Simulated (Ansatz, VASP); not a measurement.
# One calculation of Ta3AsAu2O13, two programs

```
Ta As Au O
1.0
     5.31136    3.06651    4.19725
    -5.31136    3.06651    4.19725
     0.00000   -6.13303    4.19725
Ta As Au O
3 1 2 13
Direct
  0.23108 0.57229 0.23108
  0.23108 0.23108 0.57229
  0.57229 0.23108 0.23108
  0.55878 0.55878 0.55878
  0.96559 0.96559 0.96559
  0.75105 0.75105 0.75105
  0.40884 0.66762 0.40884
  0.40884 0.40884 0.66762
  0.66762 0.40884 0.40884
  0.49726 0.01313 0.36024
  0.36024 0.49726 0.01313
  0.01313 0.36024 0.49726
  0.36024 0.01313 0.49726
  0.01313 0.49726 0.36024
  0.49726 0.36024 0.01313
  0.10963 0.74806 0.10963
  0.10963 0.10963 0.74806
  0.74806 0.10963 0.10963
  0.30840 0.30840 0.30840
```

Change from the starting cell: volume scaled by 1.04.

Alike in both runs: task single point; functional PBE; k mesh 3 × 3 × 3; occupations fermi-dirac, width 0.05 eV; no spin polarisation.

```csv
,VASP,Ansatz
version,VASP 6.6.1,Ansatz 0.2.0
potentials or method,"VASP PAW PBE potentials, release 64 (Ta_pv, As, Au, O), cutoff 520 eV","all-electron LAPW, scalar-relativistic"
```

Ansatz gave:

```
gap on the k mesh at the Fermi level (eV)                     : 1.00
least direct gap on the mesh (eV)                             : 1.03
pressure (GPa)                                                : -3.7
traceless stress, the component that is largest in VASP (GPa) : 0.99
rms of the force components (eV/Å)                            : 0.277
```

Problem. Which values does VASP return?

Solution. gap on the k mesh at the Fermi level (eV): 0.98; least direct gap on the mesh (eV): 1.01; pressure (GPa): -3.2; traceless stress, the component that is largest in VASP (GPa): 0.75; rms of the force components (eV/Å): 0.216.

Atom by atom the forces differ by 0.086 eV/Å (rms over components). Ansatz ran all-electron here, and VASP with PAW potentials.

Neither program's run includes spin-orbit coupling.
